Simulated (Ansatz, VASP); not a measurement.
Two plane-wave programs on SrCl2

File INCAR:

```
SYSTEM = SrCl2
PREC     = Accurate       ! precision mode
ENCUT    = 520            ! plane-wave cutoff, eV
EDIFF    = 1E-6           ! SCF threshold, eV
ISMEAR   = -1             ! smearing method
SIGMA    = 0.05           ! smearing width, eV
LREAL    = .False.        ! projectors in reciprocal space
LASPH    = .True.         ! aspherical terms in the spheres
NELM     = 100            ! most SCF steps
ALGO     = Normal         ! electronic algorithm
ISIF     = 2              ! what is computed and relaxed
LWAVE    = .False.        ! write WAVECAR
LCHARG   = .True.         ! write CHGCAR
GGA      = CA             ! functional
LELF     = .True.         ! ELF
LVHAR    = .True.       
NBANDS   = 19             ! bands
```

KPOINTS

```
Automatic mesh
0
Gamma
  7 7 7
  0 0 0
```

POSCAR

```
SrCl2
1.0
    0.0000000000      3.5114523289      3.5114523289
    3.5114523289      0.0000000000      3.5114523289
    3.5114523289      3.5114523289      0.0000000000
Sr Cl
1 2
Direct
    0.0000000000      0.0000000000      0.0000000000
    0.7500000000      0.7500000000      0.7500000000
    0.2500000000      0.2500000000      0.2500000000
```

input.yaml

```yaml
crystal:
  lattice:
    - [0.0, 3.5114523289, 3.5114523289]
    - [3.5114523289, 0.0, 3.5114523289]
    - [3.5114523289, 3.5114523289, 0.0]
  atoms:
    - { symbol: Sr, position: [0.0, 0.0, 0.0] }
    - { symbol: Cl, position: [0.75, 0.75, 0.75] }
    - { symbol: Cl, position: [0.25, 0.25, 0.25] }
hamiltonian:
  xc: lda
  pseudopotentials: { kind: paw }
kpoints:
  mp_grid: { grid: [7, 7, 7] }
scf:
  occupations: { method: fermi_dirac, width: 0.05 }
output:
  forces: true
  stress: true
  eigenvalues: true
```

Alike in both runs: task single point; functional LDA; k mesh 7 × 7 × 7; occupations fermi-dirac, width 0.05 eV; no spin polarisation.

```csv
,VASP,Ansatz
version,VASP 6.6.1,Ansatz 0.2.0
potentials or method,"VASP PAW LDA potentials, release 64 (Sr_sv, Cl)",Ansatz PAW
plane-wave cutoff (eV),520,420
valence electrons in the cell,24,24
```

VASP gave:

| Item | Value |
| --- | --- |
| gap on the k mesh at the Fermi level (eV) | 4.85 |
| least direct gap on the mesh (eV) | 5.15 |
| pressure (GPa) | -3.3 |

Q: Estimate Ansatz's values.

A: gap on the k mesh at the Fermi level (eV): 4.84; least direct gap on the mesh (eV): 5.14; pressure (GPa): -3.4.

LDA's correlation is that of Perdew and Zunger in VASP and of Perdew and Wang (1992) in Ansatz.

Noted on Ansatz's run: odd divisions of the mesh miss points on the zone boundary, where band edges often lie, so the gap on the mesh can be too wide.
